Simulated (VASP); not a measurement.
# LiB2N2 (Pbcn) in VASP: single point with PBE

Aim: the single point of LiB2N2 with PBE.

All numbers are computed with VASP 6.6.1; they aren't measurements. Logs are shortened: lines on timing, memory, paths and dates and some standing lists are left out, and cuts for length are marked.

### Step 1. The cell of the first run

It takes space group Pbcn (No. 60, orthorhombic). Conventional cell: a = 9.577 Å, b = 5.004 Å, c = 4.364 Å, α = 90.00°, β = 90.00°, γ = 90.00°. Li (site symmetry 2) has 2 N at 2.25 Å and 6 B at 2.73 to 2.82 Å and 2 Li at 2.99 Å within 3.0 Å. Within 2.0 Å of B (site symmetry 1) lie 3 N at 1.46 to 1.47 Å. Within 2.0 Å of N (site symmetry 1) lie 3 B at 1.46 to 1.47 Å.

### Step 2. Single point, PBE

Input file INCAR:

```
SYSTEM = LiB2N2
ALGO = Normal
EDIFF = 1E-7
ENCUT = 520
GGA = PE
ISIF = 2
ISMEAR = 0
LASPH = .TRUE.
LCHARG = .TRUE.
LELF = .TRUE.
LREAL = Auto
LVHAR = .TRUE.
LWAVE = .FALSE.
NBANDS = 54
NELM = 100
PREC = Accurate
SIGMA = 0.1
```

Input file KPOINTS:

```
k-points
0
G
  4 8 8
  0 0 0
```

Input file POSCAR:

```
LiB2N2
1.0
    9.5767513114      0.0000000000      0.0000000000
    0.0000000000      5.0038366777      0.0000000000
    0.0000000000      0.0000000000      4.3635843646
Li B N
4 8 8
Direct
    0.5000000000      0.2961520139      0.2500000000
    0.0000000000      0.7961520139      0.2500000000
    0.0000000000      0.2038479861      0.7500000000
    0.5000000000      0.7038479861      0.7500000000
    0.7707869040      0.1285322835      0.1116130652
    0.7707869040      0.8714677165      0.6116130652
    0.2292130960      0.8714677165      0.8883869348
    0.2292130960      0.1285322835      0.3883869348
    0.7292130960      0.3714677165      0.6116130652
    0.2707869040      0.6285322835      0.3883869348
    0.7292130960      0.6285322835      0.1116130652
    0.2707869040      0.3714677165      0.8883869348
    0.2312200617      0.8721447710      0.2236522789
    0.7687799383      0.1278552290      0.7763477211
    0.2312200617      0.1278552290      0.7236522789
    0.7687799383      0.8721447710      0.2763477211
    0.2687799383      0.6278552290      0.7236522789
    0.2687799383      0.3721447710      0.2236522789
    0.7312200617      0.3721447710      0.2763477211
    0.7312200617      0.6278552290      0.7763477211
```

Potentials or basis: VASP PAW PBE potentials, release 64 (Li_sv, B, N).

Launch:

```
cat potpaw_PBE.64/Li_sv/POTCAR potpaw_PBE.64/B/POTCAR potpaw_PBE.64/N/POTCAR > POTCAR
mpirun -np 1 vasp_std > vasp.out
```

OUTCAR:

```text
SYSTEM = LiB2N2
   EDIFF = 1E-7
   ENCUT = 520
   GGA = PE
   ISIF = 2
   ISMEAR = 0
   LASPH = .TRUE.
   LREAL = Auto
   NELM = 100
   PREC = Accurate

 ion  position               nearest neighbor table
   1  0.500  0.296  0.250-
   2  0.000  0.796  0.250-
   3  0.000  0.204  0.750-
   4  0.500  0.704  0.750-
   5  0.771  0.129  0.112-  14 1.46  19 1.47  16 1.47
   6  0.771  0.871  0.612-  16 1.46  20 1.47  14 1.47
   7  0.229  0.871  0.888-  13 1.46  17 1.47  15 1.47
   8  0.229  0.129  0.388-  15 1.46  18 1.47  13 1.47
   9  0.729  0.371  0.612-  19 1.46  14 1.47  20 1.47
  10  0.271  0.629  0.388-  17 1.46  13 1.47  18 1.47
[... 8 lines left out ...]
  19  0.731  0.372  0.276-   9 1.46   5 1.47  11 1.47
  20  0.731  0.628  0.776-  11 1.46   6 1.47   9 1.47

  LATTYP: Found a simple orthorhombic cell.
 ALAT       =     4.3635843646
 B/A-ratio  =     1.1467262369
 C/A-ratio  =     2.1946983285

  Lattice vectors:

 A1 = (   0.0000000000,   0.0000000000,  -4.3635843646)
 A2 = (   0.0000000000,   5.0038366777,   0.0000000000)
 A3 = (   9.5767513114,   0.0000000000,   0.0000000000)

Analysis of symmetry for initial positions (statically):
=====================================================================
 Subroutine PRICEL returns:
 Original cell was already a primitive cell.

 Routine SETGRP: Setting up the symmetry group for a
 simple orthorhombic supercell.

 Subroutine GETGRP returns: Found  8 space group operations
 (whereof  2 operations were pure point group operations)
 out of a pool of  8 trial point group operations.

The static configuration has the point symmetry S_2 .
 The point group associated with its full space group is D_2h.

Analysis of symmetry for dynamics (positions and initial velocities):
=====================================================================
 Subroutine PRICEL returns:
 Original cell was already a primitive cell.

 Routine SETGRP: Setting up the symmetry group for a
 simple orthorhombic supercell.

 Subroutine GETGRP returns: Found  8 space group operations
 (whereof  2 operations were pure point group operations)
 out of a pool of  8 trial point group operations.

The dynamic configuration has the point symmetry S_2 .
 The point group associated with its full space group is D_2h.

 Subroutine INISYM returns: Found  8 space group operations
 (whereof  2 operations are pure point group operations),
 and found     1 'primitive' translations

----------------------------------------------------------------------------------------

                                     Primitive cell

  volume of cell :     209.1051

  direct lattice vectors                    reciprocal lattice vectors
     9.576751311  0.000000000  0.000000000     0.104419543  0.000000000  0.000000000
     0.000000000  5.003836678  0.000000000     0.000000000  0.199846651  0.000000000
     0.000000000  0.000000000  4.363584365     0.000000000  0.000000000  0.229169398

  length of vectors
     9.576751311  5.003836678  4.363584365     0.104419543  0.199846651  0.229169398

  position of ions in fractional coordinates (direct lattice)
     0.500000000  0.296152014  0.250000000
     0.000000000  0.796152014  0.250000000
     0.000000000  0.203847986  0.750000000
     0.500000000  0.703847986  0.750000000
     0.770786904  0.128532284  0.111613065
     0.770786904  0.871467716  0.611613065
[... 12 lines left out ...]
     0.731220062  0.372144771  0.276347721
     0.731220062  0.627855229  0.776347721

  ion indices of the primitive-cell ions
   primitive index   ion index
                 1           1
                 2           2
                 3           3
                 4           4
                 5           5
                 6           6
[... 12 lines left out ...]
                19          19
                20          20

----------------------------------------------------------------------------------------

 KPOINTS: k-points

Automatic generation of k-mesh.
 Grid dimensions read from file:
 generate k-points for:    4    8    8

 Generating k-lattice:

  Cartesian coordinates                     Fractional coordinates (reciprocal lattice)
     0.026104886  0.000000000  0.000000000     0.250000000  0.000000000  0.000000000
     0.000000000  0.024980831  0.000000000     0.000000000  0.125000000  0.000000000
     0.000000000  0.000000000  0.028646175     0.000000000  0.000000000  0.125000000

  Length of vectors
     0.026104886  0.024980831  0.028646175

  Shift w.r.t. Gamma in fractional coordinates (k-lattice)
     0.000000000  0.000000000  0.000000000

 Subroutine IBZKPT returns following result:
 ===========================================

 Found     75 irreducible k-points:

 Following reciprocal coordinates:
            Coordinates               Weight
  0.000000  0.000000  0.000000      1.000000
  0.250000  0.000000  0.000000      2.000000
  0.500000  0.000000  0.000000      1.000000
  0.000000  0.125000  0.000000      2.000000
  0.250000  0.125000  0.000000      4.000000
  0.500000  0.125000  0.000000      2.000000
[... 16 lines left out ...]
  0.250000  0.250000  0.125000      8.000000
  0.500000  0.250000  0.125000      4.000000
 [... further k-points ...]
   k-points           NKPTS =     75   k-points in BZ     NKDIM =     75   number of bands    NBANDS=     54
   number of dos      NEDOS =    301   number of ions     NIONS =     20
   total plane-waves  NPLWV =  92160
   dimension x,y,z NGX =    72 NGY =   40 NGZ =   32
   dimension x,y,z NGXF=   144 NGYF=   80 NGZF=   64
   ions per type =               4   8   8
   NGX,Y,Z   is equivalent  to a cutoff of  12.50, 13.29, 12.19 a.u.
   NGXF,Y,Z  is equivalent  to a cutoff of  25.00, 26.58, 24.38 a.u.
 SYSTEM =  LiB2N2
   PREC   = accura    normal or accurate (medium, high low for compatibility)
   ISTART =      0    job   : 0-new  1-cont  2-samecut
   ICHARG =      2    charge: 1-file 2-atom 10-const
   ISPIN  =      1    spin polarized calculation?
   LNONCOLLINEAR =      F non collinear calculations
   LSORBIT =      F    spin-orbit coupling
   LASPH  =      T    aspherical Exc in radial PAW
   ENCUT  =  520.0 eV  38.22 Ry    6.18 a.u.  17.81  9.30  8.11*2*pi/ulx,y,z
   NELM   =    100;   NELMIN=  2; NELMDL= -5     # of ELM steps
   EDIFF  = 0.1E-06   stopping-criterion for ELM
   LREAL  =      T    real-space projection
   EDIFFG = 0.1E-05   stopping-criterion for IOM
   NSW    =      0    number of steps for IOM
   IBRION =     -1    ionic relax: 0-MD 1-quasi-New 2-CG
   NFREE  =      0    steps in history (QN), initial steepest desc. (CG)
   ISIF   =      2    stress and relaxation
   ISYM   =      2    0-nonsym 1-usesym 2-fastsym
   POTIM  = 0.5000    time-step for ionic-motion
   TEBEG  =    0.0;   TEEND  =   0.0 temperature during run
   PSTRESS=    0.0 pullay stress
   NELECT =      76.0000    total number of electrons
   NUPDOWN=      -1.0000    fix difference up-down
   EMIN   =  10.00;   EMAX   =-10.00  energy-range for DOS
   EFERMI =   0.00;   METHOD = LEGACY
   ISMEAR =     0;   SIGMA  =   0.10  broadening in eV -4-tet -1-fermi 0-gaus
   EFERMI_NEDOS =   21; number of points for ismear=-14 and -15
   IALGO  =     38    algorithm
   IMIX   =      4    mixing-type and parameters
     AMIX     =   0.40;   BMIX     =  1.00
     AMIX_MAG =   1.60;   BMIX_MAG =  1.00
  volume/ion in A,a.u.               =      10.46        70.56
  Fermi-wavevector in a.u.,A,eV,Ry     =   1.168309  2.207784 18.571223  1.364946
  Thomas-Fermi vector in A             =   2.304798
   LORBIT       =      0    0 simple, 1 ext, 2 COOP (PROOUT), +10 PAW based schemes
   GGA     = PE    functional components
   LHFCALC =     F    Hartree Fock is set to
   AEXX    =    0.0000 exact exchange contribution
   IVDW    =     0    specifies the selected vdW correction
   LEPSILON=     F    determine dielectric tensor
   LRPA    =     F    only Hartree local field effects (RPA)
 non-spin polarized calculation
 Gauss-broadening in eV      SIGMA  =   0.10
  energy-cutoff  :      520.00
  volume of cell :      209.11
 maximum number of plane-waves:      5672
 NGX is ok and might be reduce to    72
   NGX = 35   NGY = 19   NGZ = 17

 number of electron      75.9999989 magnetization

 Free energy of the ion-electron system (eV)
  ---------------------------------------------------
  ext. energy  EPLUGINS =         0.00000000
  ---------------------------------------------------
  free energy    TOTEN  =      -144.81770872 eV

  energy without entropy =     -144.78808293  energy(sigma->0) =     -144.80289583

 E-fermi :   4.8640     XC(G=0):  -9.3295

 val. band max:        4.8561430633   @ k =   0.2500   0.3750   0.0000
 cond. band min:       4.8650850545   @ k =   0.5000   0.3750   0.5000
 fundamental gap:      0.0089419912
 Fermi energy:         4.8639963121

 k-point     1 :       0.0000    0.0000    0.0000
  band No.  band energies     occupation
      1     -42.9505      2.00000
      2     -42.9504      2.00000
      3     -42.9421      2.00000
      4     -42.9421      2.00000
      5     -16.3366      2.00000
      6     -16.3354      2.00000
[... 42 lines left out ...]
     49       9.6838      0.00000
     50      10.2381      0.00000

 k-point     2 :       0.2500    0.0000    0.0000
  band No.  band energies     occupation
      1     -42.9505      2.00000
      2     -42.9505      2.00000
      3     -42.9422      2.00000
      4     -42.9421      2.00000
      5     -16.3364      2.00000
      6     -16.3355      2.00000
[... 42 lines left out ...]
     49       9.3367      0.00000
     50       9.9595      0.00000

 k-point     3 :       0.5000    0.0000    0.0000
  band No.  band energies     occupation
      1     -42.9505      2.00000
      2     -42.9505      2.00000
      3     -42.9421      2.00000
      4     -42.9421      2.00000
      5     -16.3360      2.00000
      6     -16.3360      2.00000
[... 1102 lines left out ...]
     49       9.8934      0.00000
     50      10.1262      0.00000

 k-point    24 :       0.5000    0.2500    0.1250
  band No.  band energies     occupation
      1     -42.9499      2.00000
      2     -42.9499      2.00000
      3     -42.9427      2.00000
      4     -42.9427      2.00000
      5     -16.0369      2.00000
      6     -16.0369      2.00000
[... 42 lines left out ...]
     49       9.7939      0.00000
     50       9.7939      0.00000

 [... further k-points ...]

 [bands above 50 left out]

------------------------ aborting loop because EDIFF is reached ----------------------------------------

  FORCE on cell =-STRESS in cart. coord.  units (eV):
  Direction    XX          YY          ZZ          XY          YZ          ZX
  --------------------------------------------------------------------------------------
  -------------------------------------------------------------------------------------
  Total       -0.2019416      0.1372558      0.1661461      0.0000000      0.0000000      0.0000000
  in kB       -1.5472900      1.0516626      1.2730220      0.0000000      0.0000000      0.0000000
  external PRESSURE =       0.2591316 kB  Pullay stress =       0.0000000 kB

 VOLUME and BASIS-vectors are now :
 -----------------------------------------------------------------------------
  energy-cutoff  :      520.00
  volume of cell :      209.11
      direct lattice vectors                 reciprocal lattice vectors
     9.576751311  0.000000000  0.000000000     0.104419543  0.000000000  0.000000000
     0.000000000  5.003836678  0.000000000     0.000000000  0.199846651  0.000000000
     0.000000000  0.000000000  4.363584365     0.000000000  0.000000000  0.229169398

 POSITION                                       TOTAL-FORCE (eV/Angst)
 -----------------------------------------------------------------------------------
      4.78838      1.48190      1.09090        -0.000000     -0.002247      0.000000
      0.00000      3.98381      1.09090        -0.000000     -0.002247      0.000000
      0.00000      1.02002      3.27269         0.000000      0.002247      0.000000
      4.78838      3.52194      3.27269         0.000000      0.002247      0.000000
      7.38163      0.64315      0.48703         0.005798      0.001606     -0.001006
      7.38163      4.36068      2.66883         0.005798     -0.001606     -0.001006
[... 12 lines left out ...]
      7.00271      1.86215      1.20587        -0.001780      0.001535      0.002331
      7.00271      3.14169      3.38766        -0.001780     -0.001535      0.002331
 -----------------------------------------------------------------------------------
    total drift:                                0.000000      0.000000     -0.000000

  FREE ENERGIE OF THE ION-ELECTRON SYSTEM (eV)
  ---------------------------------------------------
  free  energy   TOTEN  =      -144.8177087234 eV

  energy  without entropy=     -144.7880829286  energy(sigma->0) =     -144.80289583
```

Wall time 14 min (1 thread of Intel Xeon Platinum 8488C (Sapphire Rapids), shared host); peak memory 0.61 GiB.

What came out:

```yaml
Free_energy: -144.8177 eV
Largest_force: 0.006 eV/Å
Band_gap_on_the_k_mesh: zero (bands 38 and 39 overlap by 0.61 eV)
```

Forces in eV/Å, atoms in the order of the input:
```
Li   0.000 -0.002  0.000
Li   0.000 -0.002  0.000
Li   0.000  0.002  0.000
Li   0.000  0.002  0.000
B    0.006  0.002 -0.001
B    0.006 -0.002 -0.001
B   -0.006 -0.002  0.001
B   -0.006  0.002  0.001
B   -0.006 -0.002 -0.001
B    0.006  0.002  0.001
B   -0.006  0.002 -0.001
B    0.006 -0.002  0.001
N   -0.002  0.002 -0.002
N    0.002 -0.002  0.002
N   -0.002 -0.002 -0.002
N    0.002  0.002  0.002
N    0.002 -0.002 -0.002
N    0.002  0.002 -0.002
N   -0.002  0.002  0.002
N   -0.002 -0.002  0.002
```

Caveat: the cutoff is under 1.25 times the usual one of these potentials, so pressure, stress and relaxed cells hold a basis-set (Pulay) error.
